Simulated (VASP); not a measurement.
Set up this calculation in VASP 6.6.1, as the native input.

* Task: single point
* Functional: PBEsol
* Potentials or basis: VASP PAW PBE potentials, release 64 (Pt, Mn_pv)
* Cutoff: 520 eV
* k mesh: 11 × 11 × 4
* Occupations: fermi-dirac, width 0.05 eV
* Spin: collinear spin, ferromagnetic start
* Starting moments: [0.0, 0.0, 4.0] μB
* Dipole correction: no
* Further INCAR settings: ALGO = Fast; EDIFF = 1e-06; NBANDS = 28

The structure of MnPt2 lies in POSCAR:

```
MnPt2
1.0
    2.8584044518      0.0000000000      0.0000000000
   -1.4292022259      2.4754508696      0.0000000000
    0.0000000000      0.0000000000      6.5325040000
Pt Mn
2 1
Direct
    0.6666666667      0.3333333333      0.3162060000
    0.3333333333      0.6666666667      0.6837940000
    0.0000000000      0.0000000000      0.0000000000
```

The input as run:

INCAR

```
  ALGO = Fast
  EDIFF = 1E-6
  ENCUT = 520
  GGA = PS
  ISIF = 2
  ISMEAR = -1
  ISPIN = 2
  LASPH = T
  LCHARG = F
  LMAXMIX = 4
  LORBIT = 11
  LREAL = F
  LWAVE = F
  MAGMOM = 0 0 4
  NBANDS = 28
  NELM = 150
  PREC = Accurate
  SIGMA = 0.05
```

KPOINTS

```
k-points
0
Gamma
  11 11 4
```

Potentials or basis: VASP PAW PBE potentials, release 64 (Pt, Mn_pv).

Command:

```bash
$ cat potpaw_PBE.64/Pt/POTCAR potpaw_PBE.64/Mn_pv/POTCAR > POTCAR
$ mpirun -np 1 vasp_std > vasp.out
```

Results of the run:

```yaml
Pressure: -9.3 GPa
Largest_force: 0.039 eV/Å
Net_moment: 4.52 μB per cell
Site_moments: Pt +0.30; Mn +3.74 μB
Valence_electrons_inside_the_program's_atomic_spheres: Pt 9.21; Mn 11.55
```

Caveat: the PAW data sets were made with another functional, which shifts forces and pressure a little.

Wall time 2.2 min on 1 thread of Intel(R) Xeon(R) Platinum 8488C (Sapphire Rapids), with other jobs on the host, peak memory 0.27 GiB.
